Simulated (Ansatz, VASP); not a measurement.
**InSe2 in VASP and in Ansatz**

File INCAR:

```
SYSTEM = InSe2
PREC = Accurate
ENCUT = 520
EDIFF = 1E-7
ISMEAR = -1
SIGMA = 0.3
LREAL = .FALSE.
LASPH = .TRUE.
NELM = 100
ALGO = Normal
ISIF = 2
LWAVE = .FALSE.
LCHARG = .FALSE.
GGA = PE
NBANDS = 34
```

The input KPOINTS:

```
Automatic mesh
0
G
  10 10 4
  0 0 0
```

The input POSCAR:

```
InSe2
1.0
    3.8948930000      0.0000000000      0.0000000000
    0.0000000000      3.8948930000      0.0000000000
    0.0000000000      0.0000000000      9.6262310000
In Se
2 4
Direct
    0.0000000000      0.5000000000      0.7064680000
    0.5000000000      0.0000000000      0.2935320000
    0.0000000000      0.5000000000      0.3662120000
    0.5000000000      0.0000000000      0.6337880000
    0.0000000000      0.0000000000      0.0000000000
    0.5000000000      0.5000000000      0.0000000000
```

Input for Ansatz:

```yaml
crystal:
  lattice:
    - [3.894893, 0.0, 0.0]
    - [0.0, 3.894893, 0.0]
    - [0.0, 0.0, 9.626231]
  atoms:
    - { symbol: In, position: [0.0, 0.5, 0.706468] }
    - { symbol: In, position: [0.5, 0.0, 0.293532] }
    - { symbol: Se, position: [0.0, 0.5, 0.366212] }
    - { symbol: Se, position: [0.5, 0.0, 0.633788] }
    - { symbol: Se, position: [0.0, 0.0, 0.0] }
    - { symbol: Se, position: [0.5, 0.5, 0.0] }
basis:
  ecutwfc: 420
kpoints:
  mp_grid: { grid: [10, 10, 4] }
hamiltonian:
  xc: pbe
scf:
  occupations: { method: fermi_dirac, width: 0.3 }
output:
  forces: true
  stress: true
  eigenvalues: true
```

Alike in both runs: task single point; functional PBE; k mesh 10 × 10 × 4; occupations fermi-dirac, width 0.3 eV; no spin polarisation.

|  | VASP | Ansatz |
| --- | --- | --- |
| version | VASP 6.6.1 | Ansatz 0.2.0 |
| potentials or method | VASP PAW PBE potentials, release 64 (In_d, Se), cutoff 520 eV | scalar-relativistic, plane waves, PAW |
| valence electrons in the cell | 50 | 90 |

Ansatz gave:

* gap on the k mesh at the Fermi level (eV): none
* pressure (GPa): 0.5
* traceless stress, the component that is largest in VASP (GPa): 0.06
* rms of the force components (eV/Å): 0.021

**Question.** Which values does VASP return?

**Answer.** gap on the k mesh at the Fermi level (eV): none; pressure (GPa): 0.5; traceless stress, the component that is largest in VASP (GPa): 0.05; rms of the force components (eV/Å): 0.021.

Atom by atom the forces differ by 0.000 eV/Å (rms over components). A gap of «none» marks a metal or a gap that the smearing closes. The functional is the same, so the differences come from potentials, cutoffs and numerics. VASP's potentials hold 50 valence electrons a cell and Ansatz's 90, so a difference there can come from the potentials and not from the codes.
